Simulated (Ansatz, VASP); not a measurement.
## One calculation of Sn3SeS2, two programs

File INCAR:

```
SYSTEM = Sn3SeS2
PREC = Accurate
ENCUT = 520
EDIFF = 1E-7
ISMEAR = 0
SIGMA = 0.1
LREAL = .FALSE.
LASPH = .TRUE.
NELM = 100
ALGO = Normal
ISIF = 2
LWAVE = .FALSE.
LCHARG = .FALSE.
GGA = PE
NBANDS = 39
```

Contents of KPOINTS:

```
Automatic mesh
0
G
  6 6 6
  0 0 0
```

POSCAR

```
Sn3SeS2
1.0
   -2.0957298000      2.0957298000      8.8799403000
    2.0957298000     -2.0957298000      8.8799403000
    2.0957298000      2.0957298000     -8.8799403000
Sn Se S
3 1 2
Direct
    0.8295800000      0.8295800000      0.0000000000
    0.5000000000      0.5000000000      0.0000000000
    0.1704200000      0.1704200000      0.0000000000
    0.0000000000      0.0000000000      0.0000000000
    0.6672610000      0.6672610000      0.0000000000
    0.3327390000      0.3327390000      0.0000000000
```

Input for Ansatz:

```yaml
crystal:
  lattice:
    - [-2.0957298, 2.0957298, 8.8799403]
    - [2.0957298, -2.0957298, 8.8799403]
    - [2.0957298, 2.0957298, -8.8799403]
  atoms:
    - { symbol: Sn, position: [0.82958, 0.82958, 0.0] }
    - { symbol: Sn, position: [0.5, 0.5, 0.0] }
    - { symbol: Sn, position: [0.17042, 0.17042, 0.0] }
    - { symbol: Se, position: [0.0, 0.0, 0.0] }
    - { symbol: S, position: [0.667261, 0.667261, 0.0] }
    - { symbol: S, position: [0.332739, 0.332739, 0.0] }
basis:
  ecutwfc: 420
kpoints:
  mp_grid: { grid: [6, 6, 6] }
hamiltonian:
  xc: pbe
scf:
  occupations: { method: gaussian, width: 0.1 }
  lower_state_search: "off"
output:
  forces: true
  stress: true
  eigenvalues: true
```

Alike in both runs: task single point; functional PBE; k mesh 6 × 6 × 6; occupations gaussian, width 0.1 eV; no spin polarisation.

```csv
,VASP,Ansatz
version,VASP 6.6.1,Ansatz 0.2.0
potentials or method,"VASP PAW PBE potentials, release 64 (Sn_d, Se, S), cutoff 520 eV","scalar-relativistic, plane waves, PAW"
valence electrons in the cell,60,70
```

|  | VASP | Ansatz | Ansatz less VASP |
| --- | --- | --- | --- |
| gap on the k mesh at the Fermi level (eV) | 0.16 | 0.16 | 0.000 |
| least direct gap on the mesh (eV) | 0.16 | 0.16 | 0.000 |
| pressure (GPa) | -0.2 | -0.2 | +0.03 |
| rms of the force components (eV/Å) | 0.007 | 0.007 | -0.0005 |

Atom by atom the forces differ by 0.000 eV/Å (rms over components). The functional is the same, so the differences come from potentials, cutoffs and numerics. VASP's potentials hold 60 valence electrons a cell and Ansatz's 70, so a difference there can come from the potentials and not from the codes.
